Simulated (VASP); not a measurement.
RbBr, 2 atoms in the cell. The structure is trigonal, space group R-3m (No. 166). Conventional cell: a = 4.894 Å, b = 4.894 Å, c = 11.904 Å, α = 90.00°, β = 90.00°, γ = 120.00°. Rb (site symmetry -3m) has 6 Br at 3.45 Å within 4.5 Å. Br (site symmetry -3m) has 6 Rb at 3.45 Å within 4.5 Å.  This cell differs from its parent crystal: strain along [111] -0.7%.

| Quantity | Value |
| --- | --- |
| Program | VASP 6.6.1 |
| Task | single point |
| Functional | HSE06 |
| Potentials or basis | VASP PAW PBE potentials, release 64 (Rb_sv, Br) |
| Cutoff | 520 eV |
| k mesh | 4 × 4 × 4 |
| Occupations | gaussian, width 0.01 eV |
| Spin | no spin polarisation |
| Dipole correction | no |
| Grid for exact exchange (PRECFOCK) | Normal |
| Further INCAR settings | ALGO = Normal; EDIFF = 1e-06; NBANDS = 15 |
| Share of exact exchange | 0.25 |
| Screening parameter | 0.2079 1/Å |

Potentials or basis: VASP PAW PBE potentials, release 64 (Rb_sv, Br).

Launch:

```bash
$ cat potpaw_PBE.64/Rb_sv/POTCAR potpaw_PBE.64/Br/POTCAR > POTCAR
$ cp INCAR.step1 INCAR
$ mpirun -np 1 vasp_std > vasp.out
$ cp INCAR.step2 INCAR
$ mpirun -np 1 vasp_std > vasp.out
```

Hardware: 1 thread of Oxide Virtual Turin-like Processor, on a shared host.

Q: How long does it take, and how much memory?

A: It took 11 min on 1 thread of Oxide Virtual Turin-like Processor (shared host), peak memory 0.29 GiB. Counts: k points 13.
